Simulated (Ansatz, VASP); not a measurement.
## Two plane-wave programs on Cu

File INCAR:

```
SYSTEM = Cu
PREC = Accurate ; ENCUT = 600
EDIFF = 1E-6 ; ISMEAR = 0
SIGMA = 0.1 ; LREAL = .FALSE.
LASPH = .TRUE. ; NELM = 80
ALGO = Normal ; ISIF = 3
LWAVE = .FALSE. ; LCHARG = .FALSE.
GGA = PE ; IBRION = 2
NSW = 90 ; EDIFFG = -0.04
```

File KPOINTS:

```
regular mesh
0
G
  6 6 2
  0 0 0
```

The input POSCAR:

```
Cu
1.0
    3.0707792702      0.0000000000      0.0000000000
   -1.5353896350      2.6593728573      0.0000000000
    0.0000000000      0.0000000000     10.0290739958
Cu
8
Direct
    0.0000000000      0.0000000000      0.0937500000
    0.0000000000      0.0000000000      0.5937500000
    0.0000000000      0.0000000000      0.4062500000
    0.0000000000      0.0000000000      0.9062500000
    0.3333333333      0.6666666667      0.1562500000
    0.6666666667      0.3333333333      0.6562500000
    0.3333333333      0.6666666667      0.3437500000
    0.6666666667      0.3333333333      0.8437500000
```

Input for Ansatz:

```yaml
crystal:
  lattice:
    - [3.0707792702, 0.0, 0.0]
    - [-1.535389635, 2.6593728573, 0.0]
    - [0.0, 0.0, 10.0290739958]
  atoms:
    - { symbol: Cu, position: [0.0, 0.0, 0.09375] }
    - { symbol: Cu, position: [0.0, 0.0, 0.59375] }
    - { symbol: Cu, position: [0.0, 0.0, 0.40625] }
    - { symbol: Cu, position: [0.0, 0.0, 0.90625] }
    - { symbol: Cu, position: [0.3333333333, 0.6666666667, 0.15625] }
    - { symbol: Cu, position: [0.6666666667, 0.3333333333, 0.65625] }
    - { symbol: Cu, position: [0.3333333333, 0.6666666667, 0.34375] }
    - { symbol: Cu, position: [0.6666666667, 0.3333333333, 0.84375] }
basis:
  ecutwfc: 420
kpoints:
  mp_grid: { grid: [6, 6, 2] }
hamiltonian:
  xc: pbe
scf:
  occupations: { method: gaussian, width: 0.1 }
  lower_state_search: "off"
output:
  forces: true
  stress: true
  eigenvalues: true
relax:
  adjacent_minimum: "off"
  f_tol: 0.04
  max_steps: 70
  cell: { stress_tol: 0.4 }
```

Alike in both runs: task relaxation of cell and atoms; functional PBE; k mesh 6 × 6 × 2; occupations gaussian, width 0.1 eV; no spin polarisation.

|  | VASP | Ansatz |
| --- | --- | --- |
| version | VASP 6.6.1 | Ansatz 0.2.0 |
| potentials or method | VASP PAW PBE potentials, release 64 (Cu), cutoff 600 eV | scalar-relativistic, plane waves, PAW |
| valence electrons in the cell | 88 | 152 |

|  | VASP | Ansatz | Ansatz less VASP |
| --- | --- | --- | --- |
| gap on the k mesh at the Fermi level, each at its own relaxed structure (eV) | none | none | - |
| relaxed volume (Å³/atom) | 19.11 | 16.31 | -2.797 |
| relaxed cell length with the largest relative difference (Å) | 12.334 | 9.545 | -2.7889 |

A gap of «none» marks a metal or a gap that the smearing closes. One of these differences is far larger than is usual between the two programs; its cause wasn't traced. VASP's potentials hold 88 valence electrons a cell and Ansatz's 152, so a difference there can come from the potentials and not from the codes.

The k mesh is coarse, so the values compare programs but aren't converged. Noted on VASP's run: the volume moved by over 15 % at a fixed basis, so the end points are rough.
